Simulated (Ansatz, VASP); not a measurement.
## NaCl: VASP beside Ansatz

Contents of INCAR:

```
  ALGO = Normal
  EDIFF = 1E-6
  ENCUT = 520
  GGA = PE
  ISIF = 2
  ISMEAR = 0
  LASPH = T
  LCHARG = T
  LELF = T
  LREAL = F
  LVHAR = T
  LWAVE = F
  NBANDS = 14
  NELM = 60
  PREC = Accurate
  SIGMA = 0.05
```

The input KPOINTS:

```
k-points
0
Gamma
  8 8 8
```

POSCAR

```
NaCl
1.0
    0.0000000000      2.6052100000      3.0582900000
    2.6052100000      0.0000000000      3.0582900000
    2.6052100000      2.6052100000      0.0000000000
Na Cl
1 1
Direct
    0.0000000000      0.0000000000      0.0000000000
    0.5000000000      0.5000000000      0.5000000000
```

Input for Ansatz:

```yaml
crystal:
  lattice:
    - [0.0, 2.60521, 3.05829]
    - [2.60521, 0.0, 3.05829]
    - [2.60521, 2.60521, 0.0]
  atoms:
    - { symbol: Na, position: [0.0, 0.0, 0.0] }
    - { symbol: Cl, position: [0.5, 0.5, 0.5] }
basis:
  ecutwfc: 420
kpoints:
  mp_grid: { grid: [8, 8, 8] }
hamiltonian:
  xc: pbe
scf:
  occupations: { method: gaussian, width: 0.05 }
output:
  forces: true
  stress: true
  eigenvalues: true
```

Change from the starting cell: strain -0.080 along x and y, +0.080 along z, atoms carried along.

Alike in both runs: task single point; functional PBE; k mesh 8 × 8 × 8; occupations gaussian, width 0.05 eV; no spin polarisation.

|  | VASP | Ansatz |
| --- | --- | --- |
| version | VASP 6.6.1 | Ansatz 0.2.0 |
| potentials or method | VASP PAW PBE potentials, release 64 (Na_pv, Cl), cutoff 520 eV | scalar-relativistic, plane waves, PAW |
| valence electrons in the cell | 14 | 16 |

```csv
,VASP,Ansatz,Ansatz less VASP
gap on the k mesh at the Fermi level (eV),5.42,5.42,+0.003
least direct gap on the mesh (eV),5.42,5.42,+0.003
pressure (GPa),5.2,5.2,0.00
"traceless stress, the component that is largest in VASP (GPa)",-5.80,-5.75,+0.049
```

VASP's potentials hold 14 valence electrons a cell and Ansatz's 16, so a difference there can come from the potentials and not from the codes.
